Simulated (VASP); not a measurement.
Zr:

```
Zr
1.0
     0.00000    2.40405    2.40405
     2.40405    0.00000    2.40405
     2.40405    2.40405    0.00000
Zr
1
Direct
  0.00000 0.00000 0.00000
```

```yaml
Program: VASP 6.6.1
Task: relaxation of cell and atoms
Functional: PBE
Potentials_or_basis: VASP PAW PBE potentials, release 64 (Zr_sv)
Cutoff: 500 eV
k_mesh: 6 × 6 × 6
Occupations: gaussian, width 0.1 eV
Spin: no spin polarisation
```

At the start: pressure -11.7 GPa; volume 27.79 Å³/atom.

Where does the relaxation end?

Over 3 steps the energy falls by 188.9 meV/atom and the volume is 23.23 Å³/atom (-16.4 %); space group Fm-3m (No. 225, to 0.05 Å).

Step by step:
| step | energy change (eV) | largest force (eV/Å) | pressure (GPa) | volume (Å³) |
| --- | --- | --- | --- | --- |
| 1 | 0.0000 | 0.0000 | -11.70 | 27.79 |
| 2 | -0.0862 | 0.0000 | 12.94 | 20.40 |
| 3 | -0.1889 | 0.0000 | -0.16 | 23.23 |

Final structure:
```xyz
1
Lattice="0.0000 2.2647 2.2647 2.2647 0.0000 2.2647 2.2647 2.2647 0.0000" Properties=species:S:1:pos:R:3 pbc="T T T"
Zr    0.0000    0.0000    0.0000
```

Caveat: the k points lie up to 0.40 Å⁻¹ apart in the final cell; the volume moved by over 15 % at a fixed basis, so the end points are rough.
